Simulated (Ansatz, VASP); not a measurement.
One calculation of Hf, two programs

INCAR

```
SYSTEM = Hf
PREC = Accurate
ENCUT = 520
EDIFF = 1E-7
ISMEAR = -1
SIGMA = 0.05
LREAL = .FALSE.
LASPH = .TRUE.
NELM = 80
ALGO = Fast
ISIF = 2
LWAVE = .FALSE.
LCHARG = .FALSE.
GGA = PS
NBANDS = 11
```

The input KPOINTS:

```
Automatic mesh
0
G
  9 9 9
  0 0 0
```

The input POSCAR:

```
Hf
1.0
   -0.0222000000      2.2200000000      2.2200000000
    2.2200000000     -0.0222000000      2.2200000000
    2.1978000000      2.1978000000      0.0000000000
Hf
1
Direct
    0.0000000000      0.0000000000      0.0000000000
```

File input.yaml:

```yaml
crystal:
  lattice:
    - [-0.0222, 2.22, 2.22]
    - [2.22, -0.0222, 2.22]
    - [2.1978, 2.1978, 0.0]
  atoms:
    - { symbol: Hf, position: [0.0, 0.0, 0.0] }
hamiltonian:
  xc: pbesol
  pseudopotentials: { kind: paw }
kpoints:
  mp_grid: { grid: [9, 9, 9] }
  band_path:
    path:
      - [[0.0, 0.0, 0.0], [-0.3725125, -0.3725125, -0.745025], [-0.495, -0.250025, -0.745025], [-0.5, 0.0, -0.5], [-0.25, 0.25, -0.5], [0.0, 0.0, -0.5], [0.3725125, 0.3725125, -0.254975], [0.5, 0.5, 0.0], [0.0, 0.0, 0.0], [-0.3775125, 0.3775125, 0.0], [0.0, 0.5, 0.0], [-0.25, 0.25, -0.5]]
      - [[-0.505, 0.250025, -0.254975], [-0.3775125, 0.3775125, 0.0]]
      - [[0.3775125, 0.6224875, 0.0], [0.5, 0.5, 0.0]]
    npoints: 14
scf:
  occupations: { method: fermi_dirac, width: 0.05 }
  n_extra_bands: 6
output:
  forces: true
  stress: true
  eigenvalues: true
  fatbands: false
  write_density: true
  write_potential: true
  elf: true
  volumetric_format: npy
```

Alike in both runs: functional PBEsol; k mesh 9 × 9 × 9; occupations fermi-dirac, width 0.05 eV; no spin polarisation.

|  | VASP | Ansatz |
| --- | --- | --- |
| version | VASP 6.6.1 | Ansatz 0.2.0 |
| potentials or method | VASP PAW PBE potentials, release 64 (Hf_pv) | Ansatz PAW |
| plane-wave cutoff (eV) | 520 | 420 |
| valence electrons in the cell | 10 | 26 |
| task | single point | band structure |

|  | VASP | Ansatz | Ansatz less VASP |
| --- | --- | --- | --- |
| gap on the k mesh at the Fermi level (eV) | none | none | - |
| pressure (GPa) | -1.3 | -1.0 | +0.38 |
| traceless stress, the component that is largest in VASP (GPa) | 1.15 | 1.15 | +0.004 |

VASP's potentials were made for PBE, not for PBEsol. A gap of «none» marks a metal or a gap that the smearing closes. VASP's potentials hold 10 valence electrons a cell and Ansatz's 26, so a difference there can come from the potentials and not from the codes.

Neither program's run includes spin-orbit coupling.
